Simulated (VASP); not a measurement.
Input of a VASP 6.6.1 run:

INCAR

```
PREC = Accurate
ENCUT = 520
EDIFF = 1E-7
ISMEAR = 0
SIGMA = 0.05
LREAL = F
LASPH = T
NELM = 100
ALGO = Normal
ISIF = 2
LWAVE = F
LCHARG = T
GGA = PE
LELF = T
LVHAR = T
NBANDS = 36
```

The input KPOINTS:

```
Automatic mesh
0
Gamma
  10 10 2
```

POSCAR

```
SiC
1.0
    2.1898640950     -2.1898640950      0.0000000000
    2.1898640950      0.0000000000     -2.1898640950
    8.9037939472      8.9037939472      8.9037939472
Si C
6 6
Direct
    1.0000000000      0.0000000000      0.3893837678
    0.3333333333      0.3333333333      0.2254189001
    0.6666666667      0.6666666667      0.5533486355
    1.0000000000      1.0000000000      0.8812783710
    0.3333333333      0.3333333333      0.7173135032
    0.6666666667      0.6666666667      0.0614540324
    0.6666666667      0.6666666667      0.4303749848
    0.0000000000      0.0000000000      0.2664101171
    0.3333333333      0.3333333333      0.5943398525
    0.6666666667      0.6666666667      0.9222695879
    0.0000000000      0.0000000000      0.7583047202
    0.3333333333      0.3333333333      0.1024452493
```

Potentials or basis: VASP PAW PBE potentials, release 64 (Si, C).

Run with:

```console
$ cat potpaw_PBE.64/Si/POTCAR potpaw_PBE.64/C/POTCAR > POTCAR
$ mpirun -np 1 vasp_std > vasp.out
```

Predict the pressure.

-2.3 GPa.

Estimate the largest force.

2.037 eV/Å.

What does it give for the band gap on the k mesh?

1.10 eV.

Stress tensor (GPa, compression positive):
```
-2.29 -2.08 -2.08
-2.08 -2.29 -2.08
-2.08 -2.08 -2.29
```

Caveat: the cell differs from its parent crystal (the distance across one plane changed); forces of over 1 eV/Å act on the atoms, so gaps and moduli don't describe the material at rest. A k mesh can miss the band edges.
